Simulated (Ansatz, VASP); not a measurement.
**One calculation of MoSe2, two programs**

Contents of INCAR:

```
PREC     = Accurate       # precision mode
ENCUT    = 500            # plane-wave cutoff, eV
EDIFF    = 1E-7           # SCF threshold, eV
ISMEAR   = 0              # smearing method
SIGMA    = 0.01           # smearing width, eV
LREAL    = False          # projectors in reciprocal space
LASPH    = True           # aspherical terms in the spheres
NELM     = 120            # most SCF steps
ALGO     = Normal         # electronic algorithm
ISIF     = 3              # what is computed and relaxed
LWAVE    = False          # write WAVECAR
LCHARG   = False          # write CHGCAR
IBRION   = 2              # ionic algorithm
NSW      = 100            # ionic steps
EDIFFG   = -0.001         # ionic threshold
GGA_COMPAT= False        
NELMIN   = 4
```

Contents of KPOINTS:

```
regular mesh
0
Gamma
  12 12 4
```

The input POSCAR:

```
MoSe2
1.0
    3.2880000000      0.0000000000      0.0000000000
   -1.6440000000      2.8474915276      0.0000000000
    0.0000000000      0.0000000000     12.9000000000
Mo Se
2 4
Direct
    0.3333333333      0.6666666667      0.2500000000
    0.6666666667      0.3333333333      0.7500000000
    0.3333333333      0.6666666667      0.6250000000
    0.6666666667      0.3333333333      0.1250000000
    0.3333333333      0.6666666667      0.8750000000
    0.6666666667      0.3333333333      0.3750000000
```

Input for Ansatz:

```yaml
crystal:
  lattice:
    - [3.288, 0.0, 0.0]
    - [-1.644, 2.8474915276, 0.0]
    - [0.0, 0.0, 12.9]
  atoms:
    - { symbol: Mo, position: [0.3333333333, 0.6666666667, 0.25] }
    - { symbol: Mo, position: [0.6666666667, 0.3333333333, 0.75] }
    - { symbol: Se, position: [0.3333333333, 0.6666666667, 0.625] }
    - { symbol: Se, position: [0.6666666667, 0.3333333333, 0.125] }
    - { symbol: Se, position: [0.3333333333, 0.6666666667, 0.875] }
    - { symbol: Se, position: [0.6666666667, 0.3333333333, 0.375] }
scf:
  occupations: { method: fixed }
output:
  forces: true
  stress: true
  eigenvalues: true
  write_density: true
  write_potential: true
  elf: true
  volumetric_format: npy
kpoints:
  mp_grid: { grid: [12, 12, 4] }
hamiltonian:
  xc: lda
relax:
  f_tol: 0.001
  max_steps: 90
  cell: { stress_tol: 0.01 }
```

Alike in both runs: task relaxation of cell and atoms; functional LDA; k mesh 12 × 12 × 4; no spin polarisation.

|  | VASP | Ansatz |
| --- | --- | --- |
| version | VASP 6.6.1 | Ansatz 0.2.0 |
| potentials or method | VASP PAW LDA potentials, release 64 (Mo_sv, Se) | scalar-relativistic, plane waves, PAW |
| plane-wave cutoff (eV) | 500 | 420 |
| occupations | gaussian, width 0.01 eV | fixed |
| valence electrons in the cell | 52 | 92 |

Ansatz gave:

* gap on the k mesh at the Fermi level, each at its own relaxed structure (eV): 0.76
* relaxed volume (Å³/atom): 19.40
* relaxed cell length with the largest relative difference (Å): 3.248

Which values does VASP return?

gap on the k mesh at the Fermi level, each at its own relaxed structure (eV): 0.75; relaxed volume (Å³/atom): 19.45; relaxed cell length with the largest relative difference (Å): 3.252.

LDA's correlation is that of Perdew and Zunger in VASP and of Perdew and Wang (1992) in Ansatz. VASP's potentials hold 52 valence electrons a cell and Ansatz's 92, so a difference there can come from the potentials and not from the codes.
